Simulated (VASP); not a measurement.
Pd, 1 atom in the cell. The structure is cubic, space group Fm-3m (No. 225). Conventional cell: a = 3.944 Å, b = 3.944 Å, c = 3.944 Å, α = 90.00°, β = 90.00°, γ = 90.00°. Pd (site symmetry m-3m) has 12 Pd at 2.79 Å within 3.7 Å. 

* Program: VASP 6.6.1
* Task: single point
* Functional: PBE
* Potentials or basis: VASP PAW PBE potentials, release 64 (Pd)
* Cutoff: 500 eV
* k mesh: 19 × 19 × 19
* Occupations: fermi-dirac, width 0.05 eV
* Spin: no spin polarisation
* Dipole correction: no
* Further INCAR settings: ALGO = Normal; EDIFF = 1e-06; NBANDS = 11

Potentials or basis: VASP PAW PBE potentials, release 64 (Pd).

Run with:

```sh
$ cat potpaw_PBE.64/Pd/POTCAR > POTCAR
$ mpirun -np 1 vasp_std > vasp.out
```

Hardware: 1 thread of Intel(R) Xeon(R) Platinum 8488C (Sapphire Rapids), on a shared host.

**Question.** How long does it take, and how much memory?

**Answer.** Wall time 29 s on 1 thread of Intel(R) Xeon(R) Platinum 8488C (Sapphire Rapids), on a shared host, peak memory 0.15 GiB. Counts: scf iterations 11, k points 220.
